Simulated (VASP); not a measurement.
Input of a VASP 6.6.1 run:

Contents of INCAR:

```
SYSTEM = Cd
ALGO = Normal
EDIFF = 1E-7
ENCUT = 520
GGA = PS
ISIF = 2
ISMEAR = -1
LASPH = .True.
LCHARG = .True.
LELF = .True.
LREAL = .False.
LVHAR = .True.
LWAVE = .False.
NBANDS = 19
NELM = 60
PREC = Accurate
SIGMA = 0.03
```

The input KPOINTS:

```
k-points
0
Gamma
  14 14 6
  0 0 0
```

POSCAR

```
Cd
1.0
    3.0164988615      0.0000000000      0.0000000000
   -1.5082494308      2.6123646446      0.0000000000
    0.0000000000      0.0000000000      6.0013675893
Cd
2
Direct
    0.3333333333      0.6666666667      0.2500000000
    0.6666666667      0.3333333333      0.7500000000
```

Potentials or basis: VASP PAW PBE potentials, release 64 (Cd).

Command:

```bash
$ cat potpaw_PBE.64/Cd/POTCAR > POTCAR
$ mpirun -np 1 vasp_std > vasp.out
```

Question: Predict the pressure.

Answer: -4.2 GPa.

Question: Predict the band gap on the k mesh.

Answer: Zero (bands 12 and 13 overlap by 4.31 eV).

Stress tensor (GPa, compression positive):
```
-4.60  0.00  0.00
 0.00 -4.60  0.00
 0.00  0.00 -3.46
```

Caveat: the cell stands under tension; the PAW data sets were made with another functional, which shifts forces and pressure a little.
